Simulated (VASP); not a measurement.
A run of VASP 6.6.1:

The input INCAR:

```
SYSTEM = AlN
PREC = Accurate
ENCUT = 520
EDIFF = 1E-7
ISMEAR = 0
SIGMA = 0.1
LREAL = .False.
LASPH = .True.
NELM = 100
ALGO = Normal
ISIF = 2
LWAVE = .False.
LCHARG = .False.
GGA = PS
NBANDS = 16
```

KPOINTS

```
regular mesh
0
Gamma
  6 6 4
  0 0 0
```

Contents of POSCAR:

```
AlN
1.0
    3.1285881400      0.0000000000      0.0000000000
   -1.5642940700      2.7094368000      0.0000000000
    0.0000000000      0.0000000000      5.0169550000
Al N
2 2
Direct
    0.6666666700      0.3333333300      0.4992870000
    0.3333333300      0.6666666700      0.9992870000
    0.6666666700      0.3333333300      0.8807130000
    0.3333333300      0.6666666700      0.3807130000
```

Potentials or basis: VASP PAW PBE potentials, release 64 (Al, N).

Command:

```sh
$ cat potpaw_PBE.64/Al/POTCAR potpaw_PBE.64/N/POTCAR > POTCAR
$ mpirun -np 1 vasp_std > vasp.out
```

Hardware: 1 thread of Intel(R) Xeon(R) 6975P-C (Granite Rapids), with other jobs on the host.

Q: Estimate the wall time of this run.

A: It took 5.1 s on 1 thread of Intel(R) Xeon(R) 6975P-C (Granite Rapids), with other jobs on the host, peak memory 0.15 GiB. Counts: scf iterations 14, k points 21.
